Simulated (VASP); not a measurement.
# K3PRu (Pm-3m) in VASP: single point with PBE

Aim: the single point of K3PRu with PBE.

All numbers are computed with VASP 6.6.1; they aren't measurements. Logs are shortened: lines on timing, memory, paths and dates and some standing lists are left out, and cuts for length are marked.

## 1. The cell of the first run

Symmetry: Pm-3m, No. 221, cubic system. Conventional cell: a = 6.214 Å, b = 6.214 Å, c = 6.214 Å, α = 90.00°, β = 90.00°, γ = 90.00°. Within 4.1 Å of K (site symmetry 4/mmm) lie 2 P at 3.11 Å. Within 4.1 Å of P (site symmetry m-3m) lie 6 K at 3.11 Å. Ru (site symmetry m-3m) has 12 K at 4.39 Å and 8 P at 5.38 Å within 5.8 Å.

The cell was built from a structure type or drawn by symmetry, and may not be a known phase.

## 2. Single point, PBE, collinear spin, ferromagnetic start

File INCAR:

```
PREC = Accurate ; ENCUT = 520
EDIFF = 1E-6 ; ISMEAR = 0
SIGMA = 0.1 ; LREAL = F
LASPH = T ; NELM = 150
ALGO = Normal ; ISIF = 2
LWAVE = F ; LCHARG = F
ISPIN = 2 ; MAGMOM = 0 0 0 0.7 3.36
LORBIT = 11 ; LMAXMIX = 4
GGA = PE ; NBANDS = 35
```

File KPOINTS:

```
regular mesh
0
Gamma
  6 6 6
```

File POSCAR:

```
K3PRu
1.0
    6.2135245930      0.0000000000      0.0000000000
    0.0000000000      6.2135245930      0.0000000000
    0.0000000000      0.0000000000      6.2135245930
K P Ru
3 1 1
Direct
    0.5000000000      0.0000000000      0.0000000000
    0.0000000000      0.5000000000      0.0000000000
    0.0000000000      0.0000000000      0.5000000000
    0.0000000000      0.0000000000      0.0000000000
    0.5000000000      0.5000000000      0.5000000000
```

Potentials or basis: VASP PAW PBE potentials, release 64 (K_sv, P, Ru_pv).

The run is started by

```
$ cat potpaw_PBE.64/K_sv/POTCAR potpaw_PBE.64/P/POTCAR potpaw_PBE.64/Ru_pv/POTCAR > POTCAR
$ mpirun -np 1 vasp_std > vasp.out
```

OUTCAR:

```text
PREC = Accurate
   ENCUT = 520
   EDIFF = 1E-6
   ISMEAR = 0
   LREAL = F
   LASPH = T
   NELM = 150
   ISIF = 2
   ISPIN = 2
   LORBIT = 11
   GGA = PE

 ion  position               nearest neighbor table
   1  0.500  0.000  0.000-   4 3.11   4 3.11
   2  0.000  0.500  0.000-   4 3.11   4 3.11
   3  0.000  0.000  0.500-   4 3.11   4 3.11
   4  0.000  0.000  0.000-   1 3.11   2 3.11   3 3.11   3 3.11   2 3.11   1 3.11
   5  0.500  0.500  0.500-

  LATTYP: Found a simple cubic cell.
 ALAT       =     6.2135245930

  Lattice vectors:

 A1 = (   6.2135245930,   0.0000000000,   0.0000000000)
 A2 = (   0.0000000000,   6.2135245930,   0.0000000000)
 A3 = (   0.0000000000,   0.0000000000,   6.2135245930)

Analysis of symmetry for initial positions (statically):
=====================================================================
 Subroutine PRICEL returns:
 Original cell was already a primitive cell.

 Routine SETGRP: Setting up the symmetry group for a
 simple cubic supercell.

 Subroutine GETGRP returns: Found 48 space group operations
 (whereof 48 operations were pure point group operations)
 out of a pool of 48 trial point group operations.

The static configuration has the point symmetry O_h .

Analysis of symmetry for dynamics (positions and initial velocities):
=====================================================================
 Subroutine PRICEL returns:
 Original cell was already a primitive cell.

 Routine SETGRP: Setting up the symmetry group for a
 simple cubic supercell.

 Subroutine GETGRP returns: Found 48 space group operations
 (whereof 48 operations were pure point group operations)
 out of a pool of 48 trial point group operations.

The dynamic configuration has the point symmetry O_h .

Analysis of structural, dynamic, and magnetic symmetry:
=====================================================================
 Subroutine PRICEL returns:
 Original cell was already a primitive cell.

 Routine SETGRP: Setting up the symmetry group for a
 simple cubic supercell.

 Subroutine GETGRP returns: Found 48 space group operations
 (whereof 48 operations were pure point group operations)
 out of a pool of 48 trial point group operations.

The overall configuration has the point symmetry O_h .

 Subroutine INISYM returns: Found 48 space group operations
 (whereof 48 operations are pure point group operations),
 and found     1 'primitive' translations
[... 123 lines left out ...]
   AEXX    =    0.0000 exact exchange contribution
   IVDW    =     0    specifies the selected vdW correction
   LEPSILON=     F    determine dielectric tensor
   LRPA    =     F    only Hartree local field effects (RPA)
 spin polarized calculation
 Gauss-broadening in eV      SIGMA  =   0.10
  energy-cutoff  :      520.00
  volume of cell :      239.89
 maximum number of plane-waves:      6499
 NGX is ok and might be reduce to    48
   NGX = 23   NGY = 23   NGZ = 23

 number of electron      46.0000009 magnetization       4.0002620

 Free energy of the ion-electron system (eV)
  ---------------------------------------------------
  ext. energy  EPLUGINS =         0.00000000
  ---------------------------------------------------
  free energy    TOTEN  =       -12.84342110 eV

  energy without entropy =      -12.81798679  energy(sigma->0) =      -12.83070394

 E-fermi :  -0.0343     XC(G=0):  -6.5842

 val. band max:       -0.0349789476   @ k =   0.3333   0.3333   0.0000
 cond. band min:      -0.0087712955   @ k =   0.5000   0.0000   0.0000
 fundamental gap:      0.0262076522
 Fermi energy:        -0.0342601070

 spin component 1

 k-point     1 :       0.0000    0.0000    0.0000
  band No.  band energies     occupation
      1     -43.0559      1.00000
      2     -43.0559      1.00000
      3     -43.0559      1.00000
      4     -30.4420      1.00000
      5     -30.4311      1.00000
      6     -30.4311      1.00000
[... 749 lines left out ...]
     34       5.7874      0.00000
     35       5.8344      0.00000
 Fermi energy:        -0.0342601070

 spin component 2

 k-point     1 :       0.0000    0.0000    0.0000
  band No.  band energies     occupation
      1     -41.0530      1.00000
      2     -41.0529      1.00000
      3     -41.0525      1.00000
      4     -30.4325      1.00000
      5     -30.4217      1.00000
      6     -30.4217      1.00000
[... 749 lines left out ...]
     34       5.7445      0.00000
     35       5.9653      0.00000

------------------------ aborting loop because EDIFF is reached ----------------------------------------

  FORCE on cell =-STRESS in cart. coord.  units (eV):
  Direction    XX          YY          ZZ          XY          YZ          ZX
  --------------------------------------------------------------------------------------
  -------------------------------------------------------------------------------------
  Total        0.0402660      0.0402660      0.0402660     -0.0000000     -0.0000000      0.0000000
  in kB        0.2689276      0.2689276      0.2689276     -0.0000000     -0.0000000      0.0000000
  external PRESSURE =       0.2689276 kB  Pullay stress =       0.0000000 kB

 VOLUME and BASIS-vectors are now :
 -----------------------------------------------------------------------------
  energy-cutoff  :      520.00
  volume of cell :      239.89
      direct lattice vectors                 reciprocal lattice vectors
     6.213524593  0.000000000  0.000000000     0.160939252  0.000000000  0.000000000
     0.000000000  6.213524593  0.000000000     0.000000000  0.160939252  0.000000000
     0.000000000  0.000000000  6.213524593     0.000000000  0.000000000  0.160939252

 POSITION                                       TOTAL-FORCE (eV/Angst)
 -----------------------------------------------------------------------------------
      3.10676      0.00000      0.00000         0.000000      0.000000      0.000000
      0.00000      3.10676      0.00000         0.000000      0.000000      0.000000
      0.00000      0.00000      3.10676         0.000000      0.000000      0.000000
      0.00000      0.00000      0.00000         0.000000      0.000000      0.000000
      3.10676      3.10676      3.10676         0.000000      0.000000      0.000000
 -----------------------------------------------------------------------------------
    total drift:                                0.000000     -0.000000      0.000000

  FREE ENERGIE OF THE ION-ELECTRON SYSTEM (eV)
  ---------------------------------------------------
  free  energy   TOTEN  =       -12.8434211014 eV

  energy  without entropy=      -12.8179867871  energy(sigma->0) =      -12.83070394

 total charge

# of ion       s       p       d       tot
------------------------------------------
    1        1.969   5.570   0.028   7.567
    2        1.969   5.570   0.028   7.567
    3        1.969   5.570   0.028   7.567
    4        1.066   1.394   0.000   2.461
    5        0.358   5.965   5.914  12.237
--------------------------------------------------
tot          7.331  24.071   5.997  37.399

 magnetization (x)

# of ion       s       p       d       tot
------------------------------------------
    1       -0.002   0.008   0.003   0.009
    2       -0.002   0.008   0.003   0.009
    3       -0.002   0.008   0.003   0.009
    4        0.008   0.349   0.000   0.357
    5        0.088   0.005   2.554   2.647
--------------------------------------------------
tot          0.090   0.377   2.563   3.030
```

Wall time 13 min (1 thread of Intel Xeon 8259CL, shared host); peak memory 0.57 GiB.

Results:

```
Free energy                                           : -12.8434 eV
Pressure                                              : 0.0 GPa
Band gap on the k mesh                                : zero (filled and empty bands overlap)
Net moment                                            : 4.00 μB per cell
Site moments                                          : K +0.01; P +0.36; Ru +2.65 μB
Valence electrons inside the program's atomic spheres : K 7.57; P 2.46; Ru 12.24
```
